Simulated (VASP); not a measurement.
# LiF (Fm-3m) in VASP: notebook, part 2 of 2

VASP 6.6.1. Earlier steps stand in the parts before.

## (3) Single point, LDA

This run uses another cell than the first one, of 8.51 Å³/atom.

INCAR

```
SYSTEM = LiF
PREC     = Accurate       ! precision mode
ENCUT    = 520            ! plane-wave cutoff, eV
EDIFF    = 1E-6           ! SCF threshold, eV
ISMEAR   = 0              ! smearing method
SIGMA    = 0.1            ! smearing width, eV
LREAL    = .False.        ! projectors in reciprocal space
LASPH    = .True.         ! aspherical terms in the spheres
NELM     = 100            ! most SCF steps
ALGO     = Normal         ! electronic algorithm
ISIF     = 2              ! what is computed and relaxed
LWAVE    = .False.        ! write WAVECAR
LCHARG   = .False.        ! write CHGCAR
NBANDS   = 12             ! bands
```

KPOINTS

```
Automatic mesh
0
Gamma
  8 8 8
  0 0 0
```

POSCAR

```
LiF
1.0
    0.0000000000      2.0417135700      2.0417135700
    2.0417135700      0.0000000000      2.0417135700
    2.0417135700      2.0417135700      0.0000000000
Li F
1 1
Direct
    0.0000000000      0.0000000000      0.0000000000
    0.5000000000      0.5000000000      0.5000000000
```

Potentials or basis: VASP PAW LDA potentials, release 64 (Li_sv, F).

Command:

```
$ cat potpaw_LDA.64/Li_sv/POTCAR potpaw_LDA.64/F/POTCAR > POTCAR
$ mpirun -np 1 vasp_std > vasp.out
```

Wall time 6 s (1 thread of Intel Xeon 8259CL, shared host); peak memory 0.12 GiB.

The run converged. Its results:

```
Free energy            : -10.4403 eV
Band gap on the k mesh : 8.48 eV
```

Levels at points of the mesh, in eV from the valence-band top:
```
           k point  band 2  band 3  band 4  band 5  band 6  band 7  band 8  band 9
(0.00, 0.00, 0.00)  -19.46    0.00    0.00    0.00    8.48   22.94   22.94   22.94
(0.50, 0.00, 0.00)  -19.04   -2.46   -0.22   -0.22   10.16   15.90   18.10   18.10
(0.50, 0.50, 0.00)  -18.78   -2.94   -0.97   -0.97   14.04   15.84   16.64   19.29
```

Caveat: the cutoff is under 1.25 times the usual one of these potentials, so pressure, stress and relaxed cells hold a basis-set (Pulay) error. A k mesh can miss the band edges.

## (4) Single point, LDA

INCAR

```
  PREC = Accurate
  ENCUT = 520
  EDIFF = 1E-7
  ISMEAR = 0
  SIGMA = 0.02
  LREAL = F
  LASPH = T
  NELM = 80
  ALGO = Normal
  ISIF = 2
  LWAVE = F
  LCHARG = T
  GGA = CA
  LELF = T
  LVHAR = T
  NBANDS = 12
```

KPOINTS

```
Automatic mesh
0
Gamma
  10 10 10
```

POSCAR

```
LiF
1.0
    0.0000000000      1.9536223519      1.9536223519
    1.9536223519      0.0000000000      1.9536223519
    1.9536223519      1.9536223519      0.0000000000
Li F
1 1
Direct
    0.0000000000      0.0000000000      0.0000000000
    0.5000000000      0.5000000000      0.5000000000
```

Command:

```
$ cat potpaw_LDA.64/Li_sv/POTCAR potpaw_LDA.64/F/POTCAR > POTCAR
$ mpirun -np 1 vasp_std > vasp.out
```

It took 13 s on 1 thread of Intel Xeon 8259CL, shared host; peak memory 0.12 GiB.

Results (log left out):

- Free energy: -10.5003 eV
- Band gap on the k mesh: 9.70 eV

Levels at points of the mesh, in eV from the valence-band top:
| k point | band 3 | band 4 | band 5 | band 6 | band 7 | band 8 |
| --- | --- | --- | --- | --- | --- | --- |
| (0.00, 0.00, 0.00) | 0.00 | 0.00 | 0.00 | 9.70 | 24.65 | 24.65 |
| (0.50, 0.00, 0.00) | -2.87 | -0.26 | -0.26 | 10.85 | 17.48 | 19.12 |
| (0.50, 0.50, 0.00) | -3.54 | -1.18 | -1.18 | 15.29 | 16.44 | 18.29 |

Caveat: the cutoff is under 1.25 times the usual one of these potentials, so pressure, stress and relaxed cells hold a basis-set (Pulay) error. A k mesh can miss the band edges.

## (5) Relaxation of cell and atoms, LDA

This run uses another cell than the first one, of 8.51 Å³/atom.

INCAR

```
SYSTEM = LiF
  PREC = Accurate
  ENCUT = 600
  EDIFF = 1E-6
  ISMEAR = 0
  SIGMA = 0.1
  LREAL = .FALSE.
  LASPH = .TRUE.
  NELM = 60
  ALGO = Normal
  ISIF = 3
  LWAVE = .FALSE.
  LCHARG = .FALSE.
  GGA = CA
  IBRION = 2
  NSW = 100
  EDIFFG = -0.05
```

KPOINTS

```
regular mesh
0
G
  8 8 8
  0 0 0
```

POSCAR

```
LiF
1.0
    0.0000000000      2.0417135700      2.0417135700
    2.0417135700      0.0000000000      2.0417135700
    2.0417135700      2.0417135700      0.0000000000
Li F
1 1
Direct
    0.0000000000      0.0000000000      0.0000000000
    0.5000000000      0.5000000000      0.5000000000
```

Potentials or basis: VASP PAW LDA potentials, release 64 (Li_sv, F).

Command:

```
$ cat potpaw_LDA.64/Li_sv/POTCAR potpaw_LDA.64/F/POTCAR > POTCAR
$ mpirun -np 1 vasp_std > vasp.out
```

OUTCAR:

```text
SYSTEM = LiF
   PREC = Accurate
   ENCUT = 600
   EDIFF = 1E-6
   ISMEAR = 0
   LREAL = .FALSE.
   LASPH = .TRUE.
   NELM = 60
   ISIF = 3
   GGA = CA
   IBRION = 2
   NSW = 100
   EDIFFG = -0.05

 ion  position               nearest neighbor table
   1  0.000  0.000  0.000-   2 2.04   2 2.04   2 2.04   2 2.04   2 2.04   2 2.04
   2  0.500  0.500  0.500-   1 2.04   1 2.04   1 2.04   1 2.04   1 2.04   1 2.04

  LATTYP: Found a face centered cubic cell.
 ALAT       =     4.0834271400

  Lattice vectors:

 A1 = (   0.0000000000,   2.0417135700,   2.0417135700)
 A2 = (   2.0417135700,   0.0000000000,   2.0417135700)
 A3 = (   2.0417135700,   2.0417135700,   0.0000000000)

Analysis of symmetry for initial positions (statically):
=====================================================================
 Subroutine PRICEL returns:
[... 264 lines left out ...]
  band No.  band energies     occupation
      1     -40.3114      2.00000
      2     -20.5495      2.00000
      3      -0.7266      2.00000
      4      -0.7266      2.00000
      5      -0.7266      2.00000
      6       8.9470      0.00000
      7      23.8868      0.00000
      8      23.8868      0.00000
      9      23.8868      0.00000
[... 265 lines left out ...]
 k-point    24 :      -0.3750    0.2500    0.1250
  band No.  band energies     occupation
      1     -40.1976      2.00000
      2     -19.8783      2.00000
      3      -3.4055      2.00000
      4      -2.1781      2.00000
      5      -1.2850      2.00000
      6      11.9870      0.00000
      7      15.3970      0.00000
      8      18.5580      0.00000
      9      19.1036      0.00000

 [... further k-points ...]

------------------------ aborting loop because EDIFF is reached ----------------------------------------

  FORCE on cell =-STRESS in cart. coord.  units (eV):
  Direction    XX          YY          ZZ          XY          YZ          ZX
  --------------------------------------------------------------------------------------
  -------------------------------------------------------------------------------------
  Total       -0.0899878     -0.0899878     -0.0899878      0.0000000     -0.0000000      0.0000000
  in kB       -9.6403555     -9.6403555     -9.6403555      0.0000000     -0.0000000      0.0000000
  external PRESSURE =      -9.6403555 kB  Pullay stress =       0.0000000 kB
[... 17 lines left out ...]
  FREE ENERGIE OF THE ION-ELECTRON SYSTEM (eV)
  ---------------------------------------------------
  free  energy   TOTEN  =       -10.5140881091 eV

  energy  without entropy=      -10.5140881091  energy(sigma->0) =      -10.51408811

 reached required accuracy - stopping structural energy minimisation
```

CONTCAR:

```text
LiF
   1.00000000000000
     0.0000000000000000    1.9554966878181659    1.9554966878181659
     1.9554966878181659    0.0000000000000000    1.9554966878181659
     1.9554966878181659    1.9554966878181659    0.0000000000000000
  Li              F
     1     1
Direct
     0.0000000000000000    0.0000000000000000    0.0000000000000000
     0.5000000000000000    0.5000000000000000    0.5000000000000000

  0.00000000E+00  0.00000000E+00  0.00000000E+00
  0.00000000E+00  0.00000000E+00  0.00000000E+00
```

Run time: 14 s. Hardware: 1 thread of Intel Xeon 8259CL, shared host; peak memory 0.12 GiB.

Results:

| Property | Result |
| --- | --- |
| Free energy | -10.5141 eV |
| Relaxed volume | 7.48 Å³/atom |
| Relaxed cell | a = 2.765 Å, b = 2.765 Å, c = 2.765 Å, α = 60.00°, β = 60.00°, γ = 60.00° |
| Space group after relaxing (to 0.1 Å) | Fm-3m (No. 225) |
| Energy gained by relaxing | 36.1 meV/atom |
| Ionic steps | 3 |
| Pressure after relaxing | -1.0 GPa |
| Band gap on the k mesh | 9.67 eV |

Step by step:
```
step  energy change (eV)  largest force (eV/Å)  pressure (GPa)  volume (Å³)
   1              0.0000                0.0000           -9.14        17.02
   2             -0.0538                0.0000           -5.28        15.85
   3             -0.0721                0.0000           -0.96        14.96
```

Final structure:
```
Li F
1.0
     0.00000    1.95550    1.95550
     1.95550    0.00000    1.95550
     1.95550    1.95550    0.00000
Li F
1 1
Direct
  0.00000 0.00000 0.00000
  0.50000 0.50000 0.50000
```

Caveat: the cutoff is under 1.25 times the usual one of these potentials, so pressure, stress and relaxed cells hold a basis-set (Pulay) error. A k mesh can miss the band edges.

## (6) The runs side by side

| task | cell | k mesh | cutoff (eV) | smearing | gap on the mesh (eV) |
| --- | --- | --- | --- | --- | --- |
| single point | a = 2.763 Å, angles 60.0°, 2 atoms | 8 × 8 × 8 | 520 | gaussian 0.1 eV | 9.70 |
| single point | a = 2.887 Å, angles 60.0°, 2 atoms | 8 × 8 × 8 | 520 | gaussian 0.1 eV | 8.48 |
| single point | a = 2.763 Å, angles 60.0°, 2 atoms | 10 × 10 × 10 | 520 | gaussian 0.02 eV | 9.70 |
| relaxation of cell and atoms | relaxed from a = 2.887 Å, angles 60.0°, 2 atoms | 8 × 8 × 8 | 600 | gaussian 0.1 eV | 9.67 |

Alike in all rows: level LDA; potentials or basis VASP PAW LDA potentials, release 64 (Li_sv, F); no spin polarisation.

Caveats: the cutoff is under 1.25 times the usual one of these potentials, so pressure, stress and relaxed cells hold a basis-set (Pulay) error.

Total energies depend on the potentials used, so only differences within one code and one set of settings carry meaning.
